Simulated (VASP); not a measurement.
Set up this calculation in VASP 6.6.1, as the native input.

| Property | Result |
| --- | --- |
| Task | single point |
| Functional | PBEsol |
| Potentials or basis | VASP PAW PBE potentials, release 64 (K_sv, Cl) |
| Cutoff | 520 eV |
| k mesh | 6 × 6 × 6 |
| Occupations | gaussian, width 0.05 eV |
| Spin | no spin polarisation |
| Dipole correction | no |
| Further INCAR settings | ALGO = Normal; EDIFF = 1e-07; NBANDS = 24 |

The structure of KCl lies in POSCAR:

```
KCl
1.0
    0.0000000000     -3.1207041401     -2.9749672567
   -3.1207041401      0.0000000000     -2.9749672567
    3.1207041401      3.1207041401     -5.9499345136
K Cl
2 2
Direct
    0.5000000000      0.5000000000      0.5000000000
    0.0000000000      1.0000000000      0.0000000000
    0.7719923714      0.7599057454      0.7500000000
    0.2280076286      0.2400942546      0.2500000000
```

This cell differs from its parent crystal: atoms displaced along a vibrational mode, the cell strained.

The input as run:

INCAR

```
SYSTEM = KCl
PREC = Accurate ; ENCUT = 520
EDIFF = 1E-7 ; ISMEAR = 0
SIGMA = 0.05 ; LREAL = .False.
LASPH = .True. ; NELM = 100
ALGO = Normal ; ISIF = 2
LWAVE = .False. ; LCHARG = .False.
GGA = PS ; NBANDS = 24
```

KPOINTS

```
regular mesh
0
Gamma
  6 6 6
  0 0 0
```

Potentials or basis: VASP PAW PBE potentials, release 64 (K_sv, Cl).

Run with:

```sh
$ cat potpaw_PBE.64/K_sv/POTCAR potpaw_PBE.64/Cl/POTCAR > POTCAR
$ mpirun -np 1 vasp_std > vasp.out
```

It gave:

```yaml
Pressure: 1.4 GPa
Largest_force: 0.313 eV/Å
Band_gap_on_the_k_mesh: 5.19 eV
```

Caveat: the cell differs from its parent crystal (atoms displaced along a vibrational mode, the cell strained); the PAW data sets were made with another functional, which shifts forces and pressure a little.

Wall time 3 min on 1 thread of Intel(R) Xeon(R) Platinum 8375C CPU @ 2.90GHz (Ice Lake), with other jobs on the host, peak memory 0.4 GiB.
